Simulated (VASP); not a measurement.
# Mn3Cu (Pm-3m) in VASP: notebook

Runs on Mn3Cu. Level: PBE. Tasks: single point.

All numbers are computed with VASP 6.6.1; they aren't measurements. Logs are shortened: lines on timing, memory, paths and dates and some standing lists are left out, and cuts for length are marked.

## Step 1: The cell of the first run

Symmetry: Pm-3m, No. 221, cubic system. The conventional cell has a = 3.534 Å, b = 3.534 Å, c = 3.534 Å, α = 90.00°, β = 90.00°, γ = 90.00°. Mn (site symmetry 4/mmm) has 8 Mn at 2.50 Å and 4 Cu at 2.50 Å within 3.3 Å. Mn (site symmetry 4/mmm) has 8 Mn at 2.50 Å and 4 Cu at 2.50 Å within 3.3 Å. Cu (site symmetry m-3m) has 12 Mn at 2.50 Å within 3.3 Å.

## Step 2: Single point, PBE, collinear spin, antiferromagnetic start

File INCAR:

```
PREC     = Accurate       # precision mode
ENCUT    = 520            # plane-wave cutoff, eV
EDIFF    = 1E-6           # SCF threshold, eV
ISMEAR   = 0              # smearing method
SIGMA    = 0.1            # smearing width, eV
LREAL    = F              # projectors in reciprocal space
LASPH    = T              # aspherical terms in the spheres
NELM     = 150            # most SCF steps
ALGO     = Normal         # electronic algorithm
ISIF     = 2              # what is computed and relaxed
LWAVE    = F              # write WAVECAR
LCHARG   = T              # write CHGCAR
ISPIN    = 2              # spin polarisation
MAGMOM   = 4 4 4 -4 -4 -4 0 0 # initial moments
LORBIT   = 11             # projections on sites
LMAXMIX  = 4              # l up to which the mixer works
GGA      = PE             # functional
LVHAR    = T            
NBANDS   = 64             # bands
KPAR     = 4
```

File KPOINTS:

```
Automatic mesh
0
Gamma
  12 12 6
```

File POSCAR:

```
Mn3Cu
1.0
    3.5343305873      0.0000000000      0.0000000000
    0.0000000000      3.5343305873      0.0000000000
    0.0000000000      0.0000000000      7.0686611746
Mn Cu
6 2
Direct
    1.0000000000      0.5000000000      0.2500000000
    0.5000000000      0.0000000000      0.2500000000
    0.5000000000      0.5000000000      1.0000000000
    1.0000000000      0.5000000000      0.7500000000
    0.5000000000      0.0000000000      0.7500000000
    0.5000000000      0.5000000000      0.5000000000
    1.0000000000      1.0000000000      0.0000000000
    1.0000000000      1.0000000000      0.5000000000
```

Potentials or basis: VASP PAW PBE potentials, release 64 (Mn_pv, Cu).

Run with:

```sh
cat potpaw_PBE.64/Mn_pv/POTCAR potpaw_PBE.64/Cu/POTCAR > POTCAR
mpirun -np 4 vasp_std > vasp.out
```

OUTCAR:

```text
PREC = Accurate
   ENCUT = 520
   EDIFF = 1E-6
   ISMEAR = 0
   LREAL = F
   LASPH = T
   NELM = 150
   ISIF = 2
   ISPIN = 2
   LORBIT = 11
   GGA = PE

 ion  position               nearest neighbor table
   1  0.000  0.500  0.250-   2 2.50   3 2.50   6 2.50   7 2.50   8 2.50   2 2.50   7 2.50   8 2.50
                             2 2.50   3 2.50   6 2.50   2 2.50
   2  0.500  0.000  0.250-   1 2.50   3 2.50   6 2.50   7 2.50   8 2.50   1 2.50   3 2.50   6 2.50
                             1 2.50   7 2.50   8 2.50   1 2.50
   3  0.500  0.500  0.000-   1 2.50   2 2.50   4 2.50   5 2.50   7 2.50   2 2.50   5 2.50   7 2.50
                             1 2.50   4 2.50   7 2.50   7 2.50
   4  0.000  0.500  0.750-   3 2.50   5 2.50   6 2.50   7 2.50   8 2.50   5 2.50   7 2.50   8 2.50
                             3 2.50   5 2.50   6 2.50   5 2.50
   5  0.500  0.000  0.750-   3 2.50   4 2.50   6 2.50   7 2.50   8 2.50   3 2.50   4 2.50   6 2.50
                             4 2.50   7 2.50   8 2.50   4 2.50
   6  0.500  0.500  0.500-   1 2.50   2 2.50   4 2.50   5 2.50   8 2.50   2 2.50   5 2.50   8 2.50
                             1 2.50   4 2.50   8 2.50   8 2.50
   7  0.000  0.000  0.000-   1 2.50   2 2.50   3 2.50   4 2.50   5 2.50   1 2.50   3 2.50   4 2.50
                             2 2.50   3 2.50   5 2.50   3 2.50
   8  0.000  0.000  0.500-   1 2.50   2 2.50   4 2.50   5 2.50   6 2.50   1 2.50   4 2.50   6 2.50
                             2 2.50   5 2.50   6 2.50   6 2.50

  LATTYP: Found a simple tetragonal cell.
 ALAT       =     3.5343305873
 C/A-ratio  =     2.0000000000

  Lattice vectors:

 A1 = (   3.5343305873,   0.0000000000,   0.0000000000)
 A2 = (   0.0000000000,   3.5343305873,   0.0000000000)
 A3 = (   0.0000000000,   0.0000000000,   7.0686611746)

Analysis of symmetry for initial positions (statically):
=====================================================================
 Subroutine PRICEL returns following result:

  LATTYP: Found a simple cubic cell.
 ALAT       =     3.5343305873
[... 12 lines left out ...]
 Subroutine GETGRP returns: Found 16 space group operations
 (whereof 16 operations were pure point group operations)
 out of a pool of 16 trial point group operations.

The static configuration has the point symmetry D_4h.

Analysis of symmetry for dynamics (positions and initial velocities):
=====================================================================
 Subroutine PRICEL returns following result:

  LATTYP: Found a simple cubic cell.
 ALAT       =     3.5343305873
[... 12 lines left out ...]
 Subroutine GETGRP returns: Found 16 space group operations
 (whereof 16 operations were pure point group operations)
 out of a pool of 16 trial point group operations.

The dynamic configuration has the point symmetry D_4h.

Analysis of structural, dynamic, and magnetic symmetry:
=====================================================================
 Subroutine PRICEL returns following result:

  LATTYP: Found a simple cubic cell.
 ALAT       =     3.5343305873
[... 12 lines left out ...]
 Subroutine GETGRP returns: Found  8 space group operations
 (whereof  8 operations were pure point group operations)
 out of a pool of 16 trial point group operations.

The overall configuration has the point symmetry C_4v.

 Subroutine INISYM returns: Found  8 space group operations
 (whereof  8 operations are pure point group operations),
 and found     2 'primitive' translations

----------------------------------------------------------------------------------------

                                     Primitive cell

  volume of cell :      44.1491

  direct lattice vectors                    reciprocal lattice vectors
     3.534330587  0.000000000  0.000000000     0.282939011  0.000000000  0.000000000
     0.000000000  3.534330587  0.000000000     0.000000000  0.282939011  0.000000000
     0.000000000  0.000000000  3.534330587     0.000000000  0.000000000  0.282939011

  length of vectors
     3.534330587  3.534330587  3.534330587     0.282939011  0.282939011  0.282939011

  position of ions in fractional coordinates (direct lattice)
     0.000000000  0.500000000  0.500000000
     0.500000000  0.000000000  0.500000000
     0.500000000  0.500000000  0.000000000
     0.000000000  0.000000000  0.000000000

  ion indices of the primitive-cell ions
   primitive index   ion index
                 1           1
                 2           2
                 3           3
                 4           7

----------------------------------------------------------------------------------------

 KPOINTS: Automatic mesh

Automatic generation of k-mesh.
 Grid dimensions read from file:
 generate k-points for:   12   12    6

 Generating k-lattice:

  Cartesian coordinates                     Fractional coordinates (reciprocal lattice)
     0.023578251  0.000000000  0.000000000     0.083333333  0.000000000  0.000000000
     0.000000000  0.023578251  0.000000000     0.000000000  0.083333333  0.000000000
     0.000000000  0.000000000  0.023578251     0.000000000  0.000000000  0.166666667

  Length of vectors
     0.023578251  0.023578251  0.023578251

  Shift w.r.t. Gamma in fractional coordinates (k-lattice)
     0.000000000  0.000000000  0.000000000

 Subroutine IBZKPT returns following result:
 ===========================================

 Found    112 irreducible k-points:

 Following reciprocal coordinates:
            Coordinates               Weight
  0.000000  0.000000  0.000000      1.000000
  0.083333  0.000000  0.000000      4.000000
  0.166667  0.000000  0.000000      4.000000
  0.250000  0.000000  0.000000      4.000000
  0.333333  0.000000  0.000000      4.000000
  0.416667  0.000000  0.000000      4.000000
[... 16 lines left out ...]
  0.333333  0.333333  0.000000      4.000000
  0.416667  0.333333  0.000000      8.000000
 [... further k-points ...]
   k-points           NKPTS =    112   k-points in BZ     NKDIM =    112   number of bands    NBANDS=     64
   number of dos      NEDOS =    301   number of ions     NIONS =      8
   total plane-waves  NPLWV =  42336
   dimension x,y,z NGX =    28 NGY =   28 NGZ =   54
   dimension x,y,z NGXF=    56 NGYF=   56 NGZF=  108
   ions per type =               6   2
   NGX,Y,Z   is equivalent  to a cutoff of  13.17, 13.17, 12.70 a.u.
   NGXF,Y,Z  is equivalent  to a cutoff of  26.34, 26.34, 25.40 a.u.
 SYSTEM =  unknown system
   PREC   = accura    normal or accurate (medium, high low for compatibility)
   ISTART =      0    job   : 0-new  1-cont  2-samecut
   ICHARG =      2    charge: 1-file 2-atom 10-const
   ISPIN  =      2    spin polarized calculation?
   LNONCOLLINEAR =      F non collinear calculations
   LSORBIT =      F    spin-orbit coupling
   LASPH  =      T    aspherical Exc in radial PAW
   ENCUT  =  520.0 eV  38.22 Ry    6.18 a.u.   6.57  6.57 13.14*2*pi/ulx,y,z
   NELM   =    150;   NELMIN=  2; NELMDL= -5     # of ELM steps
   EDIFF  = 0.1E-05   stopping-criterion for ELM
   LREAL  =      F    real-space projection
[... 7 lines left out ...]
   TEBEG  =    0.0;   TEEND  =   0.0 temperature during run
   PSTRESS=    0.0 pullay stress
   NELECT =     100.0000    total number of electrons
   NUPDOWN=      -1.0000    fix difference up-down
   EMIN   =  10.00;   EMAX   =-10.00  energy-range for DOS
   EFERMI =   0.00;   METHOD = LEGACY
   ISMEAR =     0;   SIGMA  =   0.10  broadening in eV -4-tet -1-fermi 0-gaus
   EFERMI_NEDOS =   21; number of points for ismear=-14 and -15
   IALGO  =     38    algorithm
   IMIX   =      4    mixing-type and parameters
     AMIX     =   0.40;   BMIX     =  1.00
     AMIX_MAG =   1.60;   BMIX_MAG =  1.00
  volume/ion in A,a.u.               =      11.04        74.48
  Fermi-wavevector in a.u.,A,eV,Ry     =   1.706440  3.224704 39.619310  2.911937
  Thomas-Fermi vector in A             =   2.785476
   LORBIT       =     11    0 simple, 1 ext, 2 COOP (PROOUT), +10 PAW based schemes
   GGA     = PE    functional components
   LHFCALC =     F    Hartree Fock is set to
   AEXX    =    0.0000 exact exchange contribution
   IVDW    =     0    specifies the selected vdW correction
   LEPSILON=     F    determine dielectric tensor
   LRPA    =     F    only Hartree local field effects (RPA)
 spin polarized calculation
 Gauss-broadening in eV      SIGMA  =   0.10
  energy-cutoff  :      520.00
  volume of cell :       88.30
 maximum number of plane-waves:      2426
 NGX is ok and might be reduce to    28
   NGX = 13   NGY = 13   NGZ = 27

 number of electron     100.0000049 magnetization      -0.0000000

 number of electron     100.0000049 magnetization       0.0000000

 Free energy of the ion-electron system (eV)
  ---------------------------------------------------
  ext. energy  EPLUGINS =         0.00000000
  ---------------------------------------------------
  free energy    TOTEN  =       -59.40172826 eV

  energy without entropy =      -59.33982011  energy(sigma->0) =      -59.37077418

 E-fermi :   9.8962     XC(G=0): -13.6718

 val. band max:        9.8956878759   @ k =   0.3333   0.3333   0.3333
 cond. band min:       9.8963887389   @ k =   0.5000   0.1667   0.5000
 fundamental gap:      0.0007008630
 Fermi energy:         9.8962466898

 spin component 1

 k-point     1 :       0.0000    0.0000    0.0000
  band No.  band energies     occupation
      1     -39.0001      1.00000
      2     -39.0001      1.00000
      3     -38.9090      1.00000
      4     -38.6955      1.00000
      5     -38.6955      1.00000
      6     -38.6023      1.00000
[... 1549 lines left out ...]
     61      11.5292      0.00000
     62      11.9220      0.00000

 [... further k-points ...]

 spin component 2

 k-point     1 :       0.0000    0.0000    0.0000
  band No.  band energies     occupation
      1     -39.0001      1.00000
      2     -39.0001      1.00000
      3     -38.9090      1.00000
      4     -38.6955      1.00000
      5     -38.6955      1.00000
      6     -38.6023      1.00000
[... 1549 lines left out ...]
     61      11.5292      0.00000
     62      11.9220      0.00000

 [... further k-points ...]

 [bands above 62 left out]

------------------------ aborting loop because EDIFF is reached ----------------------------------------

  FORCE on cell =-STRESS in cart. coord.  units (eV):
  Direction    XX          YY          ZZ          XY          YZ          ZX
  --------------------------------------------------------------------------------------
  -------------------------------------------------------------------------------------
  Total        1.6920894      1.6920894      3.8272365      0.0000000      0.0000000      0.0000000
  in kB       30.7031120     30.7031120     69.4455423      0.0000000      0.0000000      0.0000000
  external PRESSURE =      43.6172554 kB  Pullay stress =       0.0000000 kB

 VOLUME and BASIS-vectors are now :
 -----------------------------------------------------------------------------
  energy-cutoff  :      520.00
  volume of cell :       88.30
      direct lattice vectors                 reciprocal lattice vectors
     3.534330587  0.000000000  0.000000000     0.282939011  0.000000000  0.000000000
     0.000000000  3.534330587  0.000000000     0.000000000  0.282939011  0.000000000
     0.000000000  0.000000000  7.068661175     0.000000000  0.000000000  0.141469505

 POSITION                                       TOTAL-FORCE (eV/Angst)
 -----------------------------------------------------------------------------------
      0.00000      1.76717      1.76717        -0.000000     -0.000000      0.309811
      1.76717      0.00000      1.76717         0.000000     -0.000000      0.309811
      1.76717      1.76717      0.00000        -0.000000     -0.000000     -0.482216
      0.00000      1.76717      5.30150        -0.000000      0.000000      0.309811
      1.76717      0.00000      5.30150         0.000000      0.000000      0.309811
      1.76717      1.76717      3.53433        -0.000000      0.000000     -0.482216
      0.00000      0.00000      0.00000        -0.000000      0.000000     -0.137407
      0.00000      0.00000      3.53433        -0.000000      0.000000     -0.137407
 -----------------------------------------------------------------------------------
    total drift:                                0.000000      0.000000      0.000180

  FREE ENERGIE OF THE ION-ELECTRON SYSTEM (eV)
  ---------------------------------------------------
  free  energy   TOTEN  =       -59.4017282555 eV

  energy  without entropy=      -59.3398201141  energy(sigma->0) =      -59.37077418

 total charge

# of ion       s       p       d       tot
------------------------------------------
    1        0.394   6.349   5.141  11.884
    2        0.394   6.349   5.141  11.884
    3        0.395   6.354   5.122  11.871
    4        0.394   6.349   5.141  11.884
    5        0.394   6.349   5.141  11.884
    6        0.395   6.354   5.122  11.871
    7        0.550   0.600   9.079  10.228
    8        0.550   0.600   9.079  10.228
--------------------------------------------------
tot          3.465  39.304  48.964  91.733

 magnetization (x)

# of ion       s       p       d       tot
------------------------------------------
    1        0.005   0.004   0.961   0.970
    2        0.005   0.004   0.961   0.970
    3        0.010   0.011   1.640   1.661
    4       -0.005  -0.004  -0.961  -0.970
    5       -0.005  -0.004  -0.961  -0.970
    6       -0.010  -0.011  -1.640  -1.661
    7       -0.008  -0.014   0.021  -0.001
    8        0.008   0.014  -0.021   0.001
--------------------------------------------------
tot          0.000   0.000   0.000   0.000
```

It took 8.3 min on 4 MPI ranks of Intel Xeon Platinum 8488C (Sapphire Rapids), shared host; peak memory 0.86 GiB.

What came out:

```
Free energy                                           : -59.4017 eV
Pressure                                              : 4.4 GPa
Band gap on the k mesh                                : zero (filled and empty bands overlap)
Net moment                                            : 0.00 μB per cell
Site moments                                          : Mn +0.97, +1.66, -0.97, -1.66 (each value once); Cu -0.00, +0.00 μB
Valence electrons inside the program's atomic spheres : Mn 11.88, 11.87 (each value once); Cu 10.23
```

Caveat: the cell stands under pressure; the antiferromagnetic order is the one typed at the start, and another may lie lower.

(Part 1 of 2 ends here.)
